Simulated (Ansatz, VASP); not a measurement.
## Two plane-wave programs on CdTe

```
Cd Te
1.0
     0.00000    3.20500    3.20500
     3.20500    0.00000    3.20500
     3.20500    3.20500    0.00000
Cd Te
1 1
Direct
  0.00000 0.00000 0.00000
  0.25000 0.25000 0.25000
```

Alike in both runs: task single point; functional LDA; k mesh 6 × 6 × 6; no spin polarisation.

|  | VASP | Ansatz |
| --- | --- | --- |
| version | VASP 6.6.1 | Ansatz 0.2.0 |
| potentials or method | VASP PAW LDA potentials, release 64 (Cd, Te) | plane waves, PAW |
| plane-wave cutoff (eV) | 520 | 420 |
| occupations | gaussian, width 0.01 eV | fixed |
| valence electrons in the cell | 18 | 36 |

Ansatz gave:

* gap on the k mesh at the Fermi level (eV): 0.61

Task: What did VASP give for the same quantities?

Result: gap on the k mesh at the Fermi level (eV): 0.65.

LDA's correlation is that of Perdew and Zunger in VASP and of Perdew and Wang (1992) in Ansatz. VASP's potentials hold 18 valence electrons a cell and Ansatz's 36, so a difference there can come from the potentials and not from the codes.

Spin-orbit coupling is off throughout.
